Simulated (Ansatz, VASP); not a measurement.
# Two plane-wave programs on CO2

File INCAR:

```
  PREC = Accurate
  ENCUT = 520
  EDIFF = 1E-6
  ISMEAR = 0
  SIGMA = 0.02
  LREAL = F
  LASPH = T
  NELM = 60
  ALGO = Normal
  ISIF = 2
  LWAVE = F
  LCHARG = F
  GGA = PE
  NBANDS = 25
```

The input KPOINTS:

```
regular mesh
0
Gamma
  6 6 4
```

POSCAR

```
CO2
1.0
    2.5881221594     -2.4131140561     -0.0443097379
    2.5881221594      2.4131140561      0.0443097379
    0.0000000000      0.1222579663      6.6724788251
C O
2 4
Direct
   -0.0227486617      0.0227486617     -0.0073126021
    0.5067787571      0.4932212429      0.4813333053
    0.7983755490      0.2016244510      0.9022999768
    0.2033090725      0.7966909275      0.1207724665
    0.6914044151      0.3085955849      0.4028770600
    0.3228808680      0.6771191320      0.6000297935
```

Input for Ansatz:

```yaml
crystal:
  lattice:
    - [2.5881221594, -2.4131140561, -0.0443097379]
    - [2.5881221594, 2.4131140561, 0.0443097379]
    - [0.0, 0.1222579663, 6.6724788251]
  atoms:
    - { symbol: C, position: [-0.0227486617, 0.0227486617, -0.0073126021] }
    - { symbol: C, position: [0.5067787571, 0.4932212429, 0.4813333053] }
    - { symbol: O, position: [0.798375549, 0.201624451, 0.9022999768] }
    - { symbol: O, position: [0.2033090725, 0.7966909275, 0.1207724665] }
    - { symbol: O, position: [0.6914044151, 0.3085955849, 0.40287706] }
    - { symbol: O, position: [0.322880868, 0.677119132, 0.6000297935] }
basis:
  ecutwfc: 420
kpoints:
  mp_grid: { grid: [6, 6, 4] }
hamiltonian:
  xc: pbe
scf:
  occupations: { method: gaussian, width: 0.02 }
output:
  forces: true
  stress: true
  eigenvalues: true
```

Alike in both runs: task single point; functional PBE; k mesh 6 × 6 × 4; occupations gaussian, width 0.02 eV; no spin polarisation.

|  | VASP | Ansatz |
| --- | --- | --- |
| version | VASP 6.6.1 | Ansatz 0.2.0 |
| potentials or method | VASP PAW PBE potentials, release 64 (C, O), cutoff 520 eV | scalar-relativistic, plane waves, PAW |
| valence electrons in the cell | 32 | 32 |

```csv
,VASP,Ansatz,Ansatz less VASP
gap on the k mesh at the Fermi level (eV),5.76,5.79,+0.032
least direct gap on the mesh (eV),5.96,5.99,+0.032
pressure (GPa),18.8,16.3,-2.49
"traceless stress, the component that is largest in VASP (GPa)",21.45,18.47,-2.983
rms of the force components (eV/Å),10.686,9.919,-0.7669
```

Atom by atom the forces differ by 0.816 eV/Å (rms over components).

Noted on VASP's run: the standard files for N, O and F lose accuracy on very short bonds.
